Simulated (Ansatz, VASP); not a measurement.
# Sn: VASP beside Ansatz

```
Sn
1.0
    -2.97733    2.97901    1.60309
     2.97901   -2.97733    1.60309
     2.97707    2.97707   -1.60002
Sn
2
Cartesian
  2.9789 -2.9772 1.6031
  0.0004 2.9783 0.8031
```

Alike in both runs: task single point; functional PBE; k mesh 11 × 11 × 8; occupations gaussian, width 0.3 eV; no spin polarisation.

```csv
,VASP,Ansatz
version,VASP 6.6.1,Ansatz 0.2.0
potentials or method,"VASP PAW PBE potentials, release 64 (Sn_d), cutoff 520 eV","plane waves (420 eV) with PAW, scalar-relativistic"
valence electrons in the cell,28,28
```

|  | VASP | Ansatz | Ansatz less VASP |
| --- | --- | --- | --- |
| pressure (GPa) | 0.0 | 0.0 | +0.04 |
